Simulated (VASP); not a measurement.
# Sn3Te (P4/mmm) in VASP: single point with PBE

Aim: the single point of Sn3Te with PBE.

Everything below comes from runs of VASP 6.6.1. Logs are shortened: lines on timing, memory, paths and dates and some standing lists are left out, and cuts for length are marked.

## (1) The cell of the first run

It takes space group P4/mmm (No. 123, tetragonal). Conventional cell: a = 4.870 Å, b = 4.870 Å, c = 4.820 Å, α = 90.00°, β = 90.00°, γ = 90.00°. Within 4.5 Å of Sn (site symmetry mmm) lie 8 Sn at 3.43 to 3.44 Å and 4 Te at 3.43 Å. Sn (site symmetry 4/mmm) has 8 Sn at 3.43 Å and 4 Te at 3.44 Å within 4.5 Å. Within 4.5 Å of Te (site symmetry 4/mmm) lie 12 Sn at 3.43 to 3.44 Å.

## (2) Single point, PBE

The input, INCAR:

```
SYSTEM = Sn3Te
PREC = Accurate ; ENCUT = 520
EDIFF = 1E-6 ; ISMEAR = 0
SIGMA = 0.1 ; LREAL = .False.
LASPH = .True. ; NELM = 60
ALGO = Normal ; ISIF = 2
LWAVE = .False. ; LCHARG = .True.
GGA = PE ; LELF = .True.
LVHAR = .True. ; NBANDS = 32
```

The input, KPOINTS:

```
regular mesh
0
Gamma
  4 4 4
  0 0 0
```

The input, POSCAR:

```
Sn3Te
1.0
    4.8703278919      0.0000000000      0.0000000000
    0.0000000000      4.8703278919      0.0000000000
    0.0000000000      0.0000000000      4.8202677188
Sn Te
3 1
Direct
    0.0000000000      0.5000000000      0.5000000000
    0.5000000000      0.0000000000      0.5000000000
    0.5000000000      0.5000000000      0.0000000000
    0.0000000000      0.0000000000      0.0000000000
```

Potentials or basis: VASP PAW PBE potentials, release 64 (Sn_d, Te).

The run is started by

```
$ cat potpaw_PBE.64/Sn_d/POTCAR potpaw_PBE.64/Te/POTCAR > POTCAR
$ mpirun -np 1 vasp_std > vasp.out
```

OUTCAR:

```text
SYSTEM = Sn3Te
   PREC = Accurate
   ENCUT = 520
   EDIFF = 1E-6
   ISMEAR = 0
   LREAL = .False.
   LASPH = .True.
   NELM = 60
   ISIF = 2
   GGA = PE

 ion  position               nearest neighbor table
   1  0.000  0.500  0.500-   3 3.43   4 3.43   3 3.43   4 3.43   4 3.43   4 3.43   3 3.43   3 3.43
                             2 3.44   2 3.44   2 3.44   2 3.44
   2  0.500  0.000  0.500-   3 3.43   4 3.43   3 3.43   4 3.43   3 3.43   3 3.43   4 3.43   4 3.43
                             1 3.44   1 3.44   1 3.44   1 3.44
   3  0.500  0.500  0.000-   1 3.43   2 3.43   1 3.43   2 3.43   2 3.43   2 3.43   1 3.43   1 3.43
                             4 3.44   4 3.44   4 3.44   4 3.44
   4  0.000  0.000  0.000-   1 3.43   2 3.43   1 3.43   2 3.43   1 3.43   1 3.43   2 3.43   2 3.43
                             3 3.44   3 3.44   3 3.44   3 3.44

  LATTYP: Found a simple tetragonal cell.
 ALAT       =     4.8703278919
 C/A-ratio  =     0.9897213957

  Lattice vectors:

 A1 = (   4.8703278919,   0.0000000000,   0.0000000000)
 A2 = (   0.0000000000,   4.8703278919,   0.0000000000)
 A3 = (   0.0000000000,   0.0000000000,   4.8202677188)

Analysis of symmetry for initial positions (statically):
=====================================================================
 Subroutine PRICEL returns:
 Original cell was already a primitive cell.

 Routine SETGRP: Setting up the symmetry group for a
 simple tetragonal supercell.

 Subroutine GETGRP returns: Found 16 space group operations
 (whereof 16 operations were pure point group operations)
 out of a pool of 16 trial point group operations.

The static configuration has the point symmetry D_4h.

Analysis of symmetry for dynamics (positions and initial velocities):
=====================================================================
 Subroutine PRICEL returns:
 Original cell was already a primitive cell.

 Routine SETGRP: Setting up the symmetry group for a
 simple tetragonal supercell.

 Subroutine GETGRP returns: Found 16 space group operations
 (whereof 16 operations were pure point group operations)
 out of a pool of 16 trial point group operations.

The dynamic configuration has the point symmetry D_4h.

 Subroutine INISYM returns: Found 16 space group operations
 (whereof 16 operations are pure point group operations),
 and found     1 'primitive' translations

----------------------------------------------------------------------------------------

                                     Primitive cell

  volume of cell :     114.3372

  direct lattice vectors                    reciprocal lattice vectors
     4.870327892  0.000000000  0.000000000     0.205324985  0.000000000  0.000000000
     0.000000000  4.870327892  0.000000000     0.000000000  0.205324985  0.000000000
     0.000000000  0.000000000  4.820267719     0.000000000  0.000000000  0.207457357

  length of vectors
     4.870327892  4.870327892  4.820267719     0.205324985  0.205324985  0.207457357

  position of ions in fractional coordinates (direct lattice)
     0.000000000  0.500000000  0.500000000
     0.500000000  0.000000000  0.500000000
     0.500000000  0.500000000  0.000000000
     0.000000000  0.000000000  0.000000000

  ion indices of the primitive-cell ions
   primitive index   ion index
                 1           1
                 2           2
                 3           3
                 4           4

----------------------------------------------------------------------------------------

 KPOINTS: regular mesh

Automatic generation of k-mesh.
 Grid dimensions read from file:
 generate k-points for:    4    4    4

 Generating k-lattice:

  Cartesian coordinates                     Fractional coordinates (reciprocal lattice)
     0.051331246  0.000000000  0.000000000     0.250000000  0.000000000  0.000000000
     0.000000000  0.051331246  0.000000000     0.000000000  0.250000000  0.000000000
     0.000000000  0.000000000  0.051864339     0.000000000  0.000000000  0.250000000

  Length of vectors
     0.051331246  0.051331246  0.051864339

  Shift w.r.t. Gamma in fractional coordinates (k-lattice)
     0.000000000  0.000000000  0.000000000

 Subroutine IBZKPT returns following result:
 ===========================================

 Found     18 irreducible k-points:

 Following reciprocal coordinates:
            Coordinates               Weight
  0.000000  0.000000  0.000000      1.000000
  0.250000  0.000000  0.000000      4.000000
  0.500000  0.000000  0.000000      2.000000
  0.250000  0.250000  0.000000      4.000000
  0.500000  0.250000  0.000000      4.000000
  0.500000  0.500000  0.000000      1.000000
[... 10 lines left out ...]
  0.500000  0.250000  0.500000      4.000000
  0.500000  0.500000  0.500000      1.000000
   k-points           NKPTS =     18   k-points in BZ     NKDIM =     18   number of bands    NBANDS=     32
   number of dos      NEDOS =    301   number of ions     NIONS =      4
   total plane-waves  NPLWV =  46656
   dimension x,y,z NGX =    36 NGY =   36 NGZ =   36
   dimension x,y,z NGXF=    72 NGYF=   72 NGZF=   72
   ions per type =               3   1
   NGX,Y,Z   is equivalent  to a cutoff of  12.29, 12.29, 12.42 a.u.
   NGXF,Y,Z  is equivalent  to a cutoff of  24.58, 24.58, 24.83 a.u.
 SYSTEM =  Sn3Te
   PREC   = accura    normal or accurate (medium, high low for compatibility)
   ISTART =      0    job   : 0-new  1-cont  2-samecut
   ICHARG =      2    charge: 1-file 2-atom 10-const
   ISPIN  =      1    spin polarized calculation?
   LNONCOLLINEAR =      F non collinear calculations
   LSORBIT =      F    spin-orbit coupling
   LASPH  =      T    aspherical Exc in radial PAW
   ENCUT  =  520.0 eV  38.22 Ry    6.18 a.u.   9.06  9.06  8.96*2*pi/ulx,y,z
   NELM   =     60;   NELMIN=  2; NELMDL= -5     # of ELM steps
   EDIFF  = 0.1E-05   stopping-criterion for ELM
   LREAL  =      F    real-space projection
[... 7 lines left out ...]
   TEBEG  =    0.0;   TEEND  =   0.0 temperature during run
   PSTRESS=    0.0 pullay stress
   NELECT =      48.0000    total number of electrons
   NUPDOWN=      -1.0000    fix difference up-down
   EMIN   =  10.00;   EMAX   =-10.00  energy-range for DOS
   EFERMI =   0.00;   METHOD = LEGACY
   ISMEAR =     0;   SIGMA  =   0.10  broadening in eV -4-tet -1-fermi 0-gaus
   EFERMI_NEDOS =   21; number of points for ismear=-14 and -15
   IALGO  =     38    algorithm
   IMIX   =      4    mixing-type and parameters
     AMIX     =   0.40;   BMIX     =  1.00
     AMIX_MAG =   1.60;   BMIX_MAG =  1.00
  volume/ion in A,a.u.               =      28.58       192.90
  Fermi-wavevector in a.u.,A,eV,Ry     =   1.225818  2.316460 20.444525  1.502630
  Thomas-Fermi vector in A             =   2.360842
   LORBIT       =      0    0 simple, 1 ext, 2 COOP (PROOUT), +10 PAW based schemes
   GGA     = PE    functional components
   LHFCALC =     F    Hartree Fock is set to
   AEXX    =    0.0000 exact exchange contribution
   IVDW    =     0    specifies the selected vdW correction
   LEPSILON=     F    determine dielectric tensor
   LRPA    =     F    only Hartree local field effects (RPA)
 non-spin polarized calculation
 Gauss-broadening in eV      SIGMA  =   0.10
  energy-cutoff  :      520.00
  volume of cell :      114.34
 maximum number of plane-waves:      3096
   NGX = 19   NGY = 19   NGZ = 17

 number of electron      48.0000026 magnetization

 Free energy of the ion-electron system (eV)
  ---------------------------------------------------
  ext. energy  EPLUGINS =         0.00000000
  ---------------------------------------------------
  free energy    TOTEN  =       -14.34442523 eV

  energy without entropy =      -14.33785233  energy(sigma->0) =      -14.34113878

 E-fermi :   7.7790     XC(G=0): -10.1020

 val. band max:        7.7683119358   @ k =   0.5000   0.0000   0.5000
 cond. band min:       7.8243374503   @ k =   0.5000   0.5000   0.0000
 fundamental gap:      0.0560255145
 Fermi energy:         7.7789546231

 k-point     1 :       0.0000    0.0000    0.0000
  band No.  band energies     occupation
      1     -13.9870      2.00000
      2     -13.9870      2.00000
      3     -13.9856      2.00000
      4     -13.9620      2.00000
      5     -13.9616      2.00000
      6     -13.9480      2.00000
[... 24 lines left out ...]
     31      12.5951      0.00000
     32      12.8525      0.00000

 k-point     2 :       0.2500    0.0000    0.0000
  band No.  band energies     occupation
      1     -13.9825      2.00000
      2     -13.9628      2.00000
      3     -13.9622      2.00000
      4     -13.9603      2.00000
      5     -13.9483      2.00000
      6     -13.9324      2.00000
[... 24 lines left out ...]
     31      12.7564      0.00000
     32      13.0568      0.00000

 k-point     3 :       0.5000    0.0000    0.0000
  band No.  band energies     occupation
      1     -13.9772      2.00000
      2     -13.9590      2.00000
      3     -13.9310      2.00000
      4     -13.9284      2.00000
      5     -13.9276      2.00000
      6     -13.9214      2.00000
[... 24 lines left out ...]
     31      11.4218      0.00000
     32      13.9167      0.00000

 k-point     4 :       0.2500    0.2500    0.0000
  band No.  band energies     occupation
      1     -13.9644      2.00000
      2     -13.9640      2.00000
      3     -13.9532      2.00000
      4     -13.9515      2.00000
      5     -13.9321      2.00000
      6     -13.9260      2.00000
[... 444 lines left out ...]
     31      11.9975      0.00000
     32      15.0448      0.00000

 k-point    17 :       0.5000    0.2500    0.5000
  band No.  band energies     occupation
      1     -13.9636      2.00000
      2     -13.9574      2.00000
      3     -13.9568      2.00000
      4     -13.9448      2.00000
      5     -13.9232      2.00000
      6     -13.9200      2.00000
[... 24 lines left out ...]
     31      13.0415      0.00000
     32      15.3861      0.00000

 k-point    18 :       0.5000    0.5000    0.5000
  band No.  band energies     occupation
      1     -13.9746      2.00000
      2     -13.9605      2.00000
      3     -13.9601      2.00000
      4     -13.9601      2.00000
      5     -13.9322      2.00000
      6     -13.9322      2.00000
[... 24 lines left out ...]
     31      13.2489      0.00000
     32      15.5327      0.00000

------------------------ aborting loop because EDIFF is reached ----------------------------------------

  FORCE on cell =-STRESS in cart. coord.  units (eV):
  Direction    XX          YY          ZZ          XY          YZ          ZX
  --------------------------------------------------------------------------------------
  -------------------------------------------------------------------------------------
  Total        0.1655706      0.1655706      0.1693679      0.0000000     -0.0000000      0.0000000
  in kB        2.3200976      2.3200976      2.3733081      0.0000000     -0.0000000      0.0000000
  external PRESSURE =       2.3378344 kB  Pullay stress =       0.0000000 kB

 VOLUME and BASIS-vectors are now :
 -----------------------------------------------------------------------------
  energy-cutoff  :      520.00
  volume of cell :      114.34
      direct lattice vectors                 reciprocal lattice vectors
     4.870327892  0.000000000  0.000000000     0.205324985  0.000000000  0.000000000
     0.000000000  4.870327892  0.000000000     0.000000000  0.205324985  0.000000000
     0.000000000  0.000000000  4.820267719     0.000000000  0.000000000  0.207457357

 POSITION                                       TOTAL-FORCE (eV/Angst)
 -----------------------------------------------------------------------------------
      0.00000      2.43516      2.41013         0.000000      0.000000      0.000000
      2.43516      0.00000      2.41013         0.000000      0.000000      0.000000
      2.43516      2.43516      0.00000         0.000000      0.000000      0.000000
      0.00000      0.00000      0.00000         0.000000      0.000000      0.000000
 -----------------------------------------------------------------------------------
    total drift:                                0.000000      0.000000      0.000000

  FREE ENERGIE OF THE ION-ELECTRON SYSTEM (eV)
  ---------------------------------------------------
  free  energy   TOTEN  =       -14.3444252347 eV

  energy  without entropy=      -14.3378523337  energy(sigma->0) =      -14.34113878
```

Wall time 45 s (1 thread of Intel Xeon Platinum 8175M at 2.50GHz (Skylake/Cascade Lake), shared host); peak memory 0.23 GiB.

Results:

```
Free energy            : -14.3444 eV
Pressure               : 0.2 GPa
Band gap on the k mesh : zero (band 24 reaches 10.57 eV, above the bottom of band 25 at 7.33 eV)
```

Levels at points of the mesh, in eV from the Fermi level:
| k point | band 22 | band 23 | band 24 | band 25 | band 26 | band 27 |
| --- | --- | --- | --- | --- | --- | --- |
| (0.00, 0.00, 0.00) | -4.22 | 0.35 | 0.35 | 0.37 | 1.87 | 1.87 |
| (0.50, 0.00, 0.00) | -1.87 | -1.78 | -1.54 | -0.39 | 1.79 | 2.05 |
| (0.50, 0.50, 0.00) | -1.89 | -1.89 | -0.71 | -0.13 | -0.13 | 0.05 |
| (0.00, 0.00, 0.50) | -1.83 | -1.83 | -1.59 | -0.45 | 1.86 | 2.12 |
| (0.50, 0.00, 0.50) | -1.99 | -1.99 | -0.84 | -0.19 | -0.18 | -0.01 |
| (0.50, 0.50, 0.50) | -5.25 | -4.45 | 2.80 | 2.80 | 2.92 | 5.26 |

Caveat: spin-orbit coupling is left out, which moves the levels of the heavy elements.
